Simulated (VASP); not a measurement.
# Lu (P6/mmm) in VASP: notebook

Runs on Lu. Level: r2SCAN. Tasks: single point.

Program: VASP 6.6.1. These are calculated values, not measurements. Logs are shortened: lines on timing, memory, paths and dates and some standing lists are left out, and cuts for length are marked.

## 1. The cell of the first run

The structure is hexagonal, space group P6/mmm (No. 191). The conventional cell has a = 5.353 Å, b = 5.353 Å, c = 3.353 Å, α = 90.00°, β = 90.00°, γ = 120.00°. Lu (site symmetry 6/mmm) has 14 Lu at 3.35 to 3.52 Å within 4.4 Å. Within 4.1 Å of Lu (site symmetry -6m2) lie 11 Lu at 3.09 to 3.52 Å.

This isn't the form of Lu at room conditions, which is hcp.

## 2. Single point, r2SCAN (27.74 Å³/atom)

POSCAR reads:

```
Lu
1.0
    5.3534576447      0.0000000000      0.0000000000
   -2.6767288223      4.6362303184      0.0000000000
    0.0000000000      0.0000000000      3.3532480202
Lu
3
Direct
    0.0000000000      0.0000000000      0.0000000000
    0.3333333333      0.6666666667      0.5000000000
    0.6666666667      0.3333333333      0.5000000000
```

INCAR.step1 reads:

```
SYSTEM = Lu
  ALGO = Normal
  EDIFF = 1E-4
  ENCUT = 520
  GGA = PE
  ISMEAR = -1
  LASPH = .True.
  LCHARG = .False.
  LREAL = .False.
  LWAVE = .True.
  NBANDS = 44
  NELM = 100
  PREC = Accurate
  SIGMA = 0.1
```

INCAR.step2 reads:

```
SYSTEM = Lu
  ALGO = Normal
  EDIFF = 1E-7
  ENCUT = 520
  ISIF = 2
  ISMEAR = -1
  ISTART = 1
  LASPH = .True.
  LCHARG = .False.
  LMIXTAU = .True.
  LREAL = .False.
  LWAVE = .False.
  METAGGA = R2SCAN
  NBANDS = 44
  NELM = 100
  PREC = Accurate
  SIGMA = 0.1
```

KPOINTS reads:

```
k-points
0
Gamma
  8 8 11
  0 0 0
```

Potentials or basis: VASP PAW PBE potentials, release 64 (Lu).

The run is started by

```bash
$ cat potpaw_PBE.64/Lu/POTCAR > POTCAR
$ cp INCAR.step1 INCAR
$ mpirun -np 1 vasp_std > vasp.out
$ cp INCAR.step2 INCAR
$ mpirun -np 1 vasp_std > vasp.out
```

OUTCAR:

```text
SYSTEM = Lu
   EDIFF = 1E-7
   ENCUT = 520
   ISIF = 2
   ISMEAR = -1
   ISTART = 1
   LASPH = .True.
   LREAL = .False.
   METAGGA = R2SCAN
   NELM = 100
   PREC = Accurate

 ion  position               nearest neighbor table
   1  0.000  0.000  0.000-   2 3.52   3 3.52   2 3.52   3 3.52   2 3.52   2 3.52   3 3.52   3 3.52
                             3 3.52   3 3.52   2 3.52   2 3.52
   2  0.333  0.667  0.500-   3 3.09   3 3.09   3 3.09   1 3.52   1 3.52   1 3.52   1 3.52   1 3.52
                             1 3.52
   3  0.667  0.333  0.500-   2 3.09   2 3.09   2 3.09   1 3.52   1 3.52   1 3.52   1 3.52   1 3.52
                             1 3.52

  LATTYP: Found a hexagonal cell.
 ALAT       =     5.3534576447
 C/A-ratio  =     0.6263705147

  Lattice vectors:

 A1 = (   5.3534576447,   0.0000000000,   0.0000000000)
 A2 = (  -2.6767288223,   4.6362303184,   0.0000000000)
 A3 = (   0.0000000000,   0.0000000000,   3.3532480202)

Analysis of symmetry for initial positions (statically):
=====================================================================
 Subroutine PRICEL returns:
 Original cell was already a primitive cell.

 Routine SETGRP: Setting up the symmetry group for a
 hexagonal supercell.

 Subroutine GETGRP returns: Found 24 space group operations
 (whereof 24 operations were pure point group operations)
 out of a pool of 24 trial point group operations.

The static configuration has the point symmetry D_6h.

Analysis of symmetry for dynamics (positions and initial velocities):
=====================================================================
 Subroutine PRICEL returns:
 Original cell was already a primitive cell.

 Routine SETGRP: Setting up the symmetry group for a
 hexagonal supercell.

 Subroutine GETGRP returns: Found 24 space group operations
 (whereof 24 operations were pure point group operations)
 out of a pool of 24 trial point group operations.

The dynamic configuration has the point symmetry D_6h.

 Subroutine INISYM returns: Found 24 space group operations
 (whereof 24 operations are pure point group operations),
 and found     1 'primitive' translations

----------------------------------------------------------------------------------------

                                     Primitive cell

  volume of cell :      83.2272

  direct lattice vectors                    reciprocal lattice vectors
     5.353457645  0.000000000  0.000000000     0.186795164  0.107846238  0.000000000
    -2.676728822  4.636230318  0.000000000     0.000000000  0.215692477  0.000000000
     0.000000000  0.000000000  3.353248020     0.000000000  0.000000000  0.298218323

  length of vectors
     5.353457645  5.353457645  3.353248020     0.215692477  0.215692477  0.298218323

  position of ions in fractional coordinates (direct lattice)
     0.000000000  0.000000000  0.000000000
     0.333333333  0.666666667  0.500000000
     0.666666667  0.333333333  0.500000000

  ion indices of the primitive-cell ions
   primitive index   ion index
                 1           1
                 2           2
                 3           3

----------------------------------------------------------------------------------------

 KPOINTS: k-points

Automatic generation of k-mesh.
 Grid dimensions read from file:
 generate k-points for:    8    8   11

 Generating k-lattice:

  Cartesian coordinates                     Fractional coordinates (reciprocal lattice)
     0.023349396  0.013480780  0.000000000     0.125000000  0.000000000  0.000000000
     0.000000000  0.026961560  0.000000000     0.000000000  0.125000000  0.000000000
     0.000000000  0.000000000  0.027110757     0.000000000  0.000000000  0.090909091

  Length of vectors
     0.026961560  0.026961560  0.027110757

  Shift w.r.t. Gamma in fractional coordinates (k-lattice)
     0.000000000  0.000000000  0.000000000

 Subroutine IBZKPT returns following result:
 ===========================================

 Found     60 irreducible k-points:

 Following reciprocal coordinates:
            Coordinates               Weight
  0.000000  0.000000  0.000000      1.000000
  0.125000 -0.000000  0.000000      6.000000
  0.250000 -0.000000  0.000000      6.000000
  0.375000 -0.000000  0.000000      6.000000
  0.500000 -0.000000  0.000000      3.000000
  0.125000  0.125000  0.000000      6.000000
[... 16 lines left out ...]
  0.250000 -0.000000  0.181818     12.000000
  0.375000 -0.000000  0.181818     12.000000
 [... further k-points ...]
   k-points           NKPTS =     60   k-points in BZ     NKDIM =     60   number of bands    NBANDS=     44
   number of dos      NEDOS =    301   number of ions     NIONS =      3
   total plane-waves  NPLWV =  44800
   dimension x,y,z NGX =    40 NGY =   40 NGZ =   28
   dimension x,y,z NGXF=    80 NGYF=   80 NGZF=   56
   ions per type =               3
   NGX,Y,Z   is equivalent  to a cutoff of  12.42, 12.42, 13.88 a.u.
   NGXF,Y,Z  is equivalent  to a cutoff of  24.84, 24.84, 27.76 a.u.
 SYSTEM =  Lu
   PREC   = accura    normal or accurate (medium, high low for compatibility)
   ISTART =      1    job   : 0-new  1-cont  2-samecut
   ICHARG =      0    charge: 1-file 2-atom 10-const
   ISPIN  =      1    spin polarized calculation?
   LNONCOLLINEAR =      F non collinear calculations
   LSORBIT =      F    spin-orbit coupling
   LASPH  =      T    aspherical Exc in radial PAW
   ENCUT  =  520.0 eV  38.22 Ry    6.18 a.u.   9.95  9.95  6.23*2*pi/ulx,y,z
   NELM   =    100;   NELMIN=  2; NELMDL=  0     # of ELM steps
   EDIFF  = 0.1E-06   stopping-criterion for ELM
   LREAL  =      F    real-space projection
   EDIFFG = 0.1E-05   stopping-criterion for IOM
   NSW    =      0    number of steps for IOM
   IBRION =     -1    ionic relax: 0-MD 1-quasi-New 2-CG
   NFREE  =      0    steps in history (QN), initial steepest desc. (CG)
   ISIF   =      2    stress and relaxation
   ISYM   =      2    0-nonsym 1-usesym 2-fastsym
   POTIM  = 0.5000    time-step for ionic-motion
   TEBEG  =    0.0;   TEEND  =   0.0 temperature during run
   PSTRESS=    0.0 pullay stress
   NELECT =      75.0000    total number of electrons
   NUPDOWN=      -1.0000    fix difference up-down
   EMIN   =  10.00;   EMAX   =-10.00  energy-range for DOS
   EFERMI =   0.00;   METHOD = LEGACY
   ISMEAR =    -1;   SIGMA  =   0.10  broadening in eV -4-tet -1-fermi 0-gaus
   EFERMI_NEDOS =   21; number of points for ismear=-14 and -15
   IALGO  =     38    algorithm
   IMIX   =      4    mixing-type and parameters
     AMIX     =   0.40;   BMIX     =  1.00
     AMIX_MAG =   1.60;   BMIX_MAG =  1.00
  volume/ion in A,a.u.               =      27.74       187.21
  Fermi-wavevector in a.u.,A,eV,Ry     =   1.581273  2.988173 34.020345  2.500425
  Thomas-Fermi vector in A             =   2.681374
   LORBIT       =      0    0 simple, 1 ext, 2 COOP (PROOUT), +10 PAW based schemes
   METAGGA = R2SCAN    functional components
   LHFCALC =     F    Hartree Fock is set to
   AEXX    =    0.0000 exact exchange contribution
   IVDW    =     0    specifies the selected vdW correction
   LEPSILON=     F    determine dielectric tensor
   LRPA    =     F    only Hartree local field effects (RPA)
 non-spin polarized calculation
  energy-cutoff  :      520.00
  volume of cell :       83.23
 maximum number of plane-waves:      2268
 NGX is ok and might be reduce to    40
   NGX = 19   NGY = 19   NGZ = 13

 number of electron      75.0000005 magnetization

 Free energy of the ion-electron system (eV)
  ---------------------------------------------------
  ext. energy  EPLUGINS =         0.00000000
  ---------------------------------------------------
  free energy    TOTEN  =      -114.00021309 eV

  energy without entropy =     -113.85119589  energy(sigma->0) =     -113.92570449

 E-fermi :   2.2981     XC(G=0): -11.8568

 val. band max:        2.2872157033   @ k =   0.2500   0.1250   0.1818
 cond. band min:       2.3036358624   @ k =   0.2500  -0.0000   0.0909
 fundamental gap:      0.0164201591
 Fermi energy:         2.2981393978

 k-point     1 :       0.0000    0.0000    0.0000
  band No.  band energies     occupation
      1     -55.5505      2.00000
      2     -55.4843      2.00000
      3     -55.3099      2.00000
      4     -25.8123      2.00000
      5     -25.8122      2.00000
      6     -25.4928      2.00000
[... 36 lines left out ...]
     43       5.6839      0.00000
     44       6.1267      0.00000

 k-point     2 :       0.1250   -0.0000    0.0000
  band No.  band energies     occupation
      1     -55.5481      2.00000
      2     -55.4864      2.00000
      3     -55.3100      2.00000
      4     -25.8313      2.00000
      5     -25.8114      2.00000
      6     -25.4668      2.00000
[... 36 lines left out ...]
     43       5.6884      0.00000
     44       5.7808      0.00000

 k-point     3 :       0.2500   -0.0000    0.0000
  band No.  band energies     occupation
      1     -55.5417      2.00000
      2     -55.4926      2.00000
      3     -55.3104      2.00000
      4     -25.8696      2.00000
      5     -25.7932      2.00000
      6     -25.4107      2.00000
[... 36 lines left out ...]
     43       5.2991      0.00000
     44       5.6145      0.00000

 k-point     4 :       0.3750   -0.0000    0.0000
  band No.  band energies     occupation
      1     -55.5330      2.00000
      2     -55.5009      2.00000
      3     -55.3108      2.00000
      4     -25.9012      2.00000
      5     -25.7440      2.00000
      6     -25.4421      2.00000
[... 882 lines left out ...]
     43       5.4776      0.00000
     44       5.4902      0.00000

 k-point    23 :       0.2500   -0.0000    0.1818
  band No.  band energies     occupation
      1     -55.5369      2.00000
      2     -55.4882      2.00000
      3     -55.3061      2.00000
      4     -25.8463      2.00000
      5     -25.7753      2.00000
      6     -25.5128      2.00000
[... 36 lines left out ...]
     43       4.9682      0.00000
     44       5.5592      0.00000

 k-point    24 :       0.3750   -0.0000    0.1818
  band No.  band energies     occupation
      1     -55.5284      2.00000
      2     -55.4965      2.00000
      3     -55.3064      2.00000
      4     -25.8736      2.00000
      5     -25.7342      2.00000
      6     -25.5067      2.00000
[... 36 lines left out ...]
     43       4.7652      0.00000
     44       5.7956      0.00000

 [... further k-points ...]

------------------------ aborting loop because EDIFF is reached ----------------------------------------

  FORCE on cell =-STRESS in cart. coord.  units (eV):
  Direction    XX          YY          ZZ          XY          YZ          ZX
  --------------------------------------------------------------------------------------
  -------------------------------------------------------------------------------------
  Total        1.1925191      1.1925191      1.1697740      0.0000000      0.0000000     -0.0000000
  in kB       22.9567757     22.9567757     22.5189165      0.0000000      0.0000000     -0.0000000
  external PRESSURE =      22.8108226 kB  Pullay stress =       0.0000000 kB

 VOLUME and BASIS-vectors are now :
 -----------------------------------------------------------------------------
  energy-cutoff  :      520.00
  volume of cell :       83.23
      direct lattice vectors                 reciprocal lattice vectors
     5.353457645  0.000000000  0.000000000     0.186795164  0.107846238  0.000000000
    -2.676728822  4.636230318  0.000000000     0.000000000  0.215692477  0.000000000
     0.000000000  0.000000000  3.353248020     0.000000000  0.000000000  0.298218323

 POSITION                                       TOTAL-FORCE (eV/Angst)
 -----------------------------------------------------------------------------------
      0.00000      0.00000      0.00000         0.000000      0.000000      0.000000
     -0.00000      3.09082      1.67662         0.000000      0.000000      0.000000
      2.67673      1.54541      1.67662        -0.000000      0.000000      0.000000
 -----------------------------------------------------------------------------------
    total drift:                               -0.000000      0.000000      0.000000

  FREE ENERGIE OF THE ION-ELECTRON SYSTEM (eV)
  ---------------------------------------------------
  free  energy   TOTEN  =      -114.0002130906 eV

  energy  without entropy=     -113.8511958918  energy(sigma->0) =     -113.92570449
```

Run time: 38 min. Hardware: 1 thread of Oxide Virtual Turin-like, shared host; peak memory 0.29 GiB.

Results:

```yaml
Free_energy: -114.0002 eV
Pressure: 2.3 GPa
Band_gap_on_the_k_mesh: zero (an odd number of electrons rules out a gap without spin polarisation)
```

Caveat: the PAW data sets were made with another functional, which shifts forces and pressure a little; spin-orbit coupling is left out, which moves the levels of the heavy elements.

## 3. Single point, r2SCAN (28.90 Å³/atom)

This run uses another cell than the first one, of 28.90 Å³/atom.

POSCAR reads:

```
Lu
1.0
    5.4268017950      0.0000000000      0.0000000000
   -2.7134008975      4.6997482158      0.0000000000
    0.0000000000      0.0000000000      3.3991886333
Lu
3
Direct
    0.0000000000      0.0000000000      0.0000000000
    0.3333333333      0.6666666667      0.5000000000
    0.6666666667      0.3333333333      0.5000000000
```

INCAR.step1 reads:

```
SYSTEM = Lu
PREC = Accurate
ENCUT = 520
ISMEAR = -1
SIGMA = 0.1
LREAL = .False.
LASPH = .True.
NELM = 80
NBANDS = 44
GGA = PE
ALGO = Normal
EDIFF = 1E-4
LWAVE = .True.
LCHARG = .False.
```

INCAR.step2 reads:

```
SYSTEM = Lu
PREC = Accurate
ENCUT = 520
EDIFF = 1E-6
ISMEAR = -1
SIGMA = 0.1
LREAL = .False.
LASPH = .True.
NELM = 80
ALGO = Normal
ISIF = 2
LWAVE = .False.
LCHARG = .False.
METAGGA = R2SCAN
LMIXTAU = .True.
NBANDS = 44
ISTART = 1
```

KPOINTS reads:

```
Automatic mesh
0
Gamma
  8 8 11
  0 0 0
```

Potentials or basis: VASP PAW PBE potentials, release 64 (Lu).

The run is started by

```bash
$ cat potpaw_PBE.64/Lu/POTCAR > POTCAR
$ cp INCAR.step1 INCAR
$ mpirun -np 1 vasp_std > vasp.out
$ cp INCAR.step2 INCAR
$ mpirun -np 1 vasp_std > vasp.out
```

Wall time 27 min (1 thread of Oxide Virtual Turin-like, shared host); peak memory 0.3 GiB.

It converged, with:

```
Free energy            : -114.0332 eV
Pressure               : 0.3 GPa
Band gap on the k mesh : zero (an odd number of electrons rules out a gap without spin polarisation)
```

Stress tensor (GPa, compression positive):
```
0.30 0.00 0.00
0.00 0.30 0.00
0.00 0.00 0.40
```

Levels at points of the mesh, in eV from the Fermi level:
| k point | band 35 | band 36 | band 37 | band 38 | band 39 | band 40 |
| --- | --- | --- | --- | --- | --- | --- |
| (0.00, 0.00, 0.00) | -1.03 | -0.09 | -0.09 | 0.04 | 0.04 | 0.45 |
| (0.50, 0.00, 0.00) | -3.90 | -2.31 | 0.58 | 0.82 | 0.99 | 1.06 |

Caveat: the PAW data sets were made with another functional, which shifts forces and pressure a little; spin-orbit coupling is left out, which moves the levels of the heavy elements.
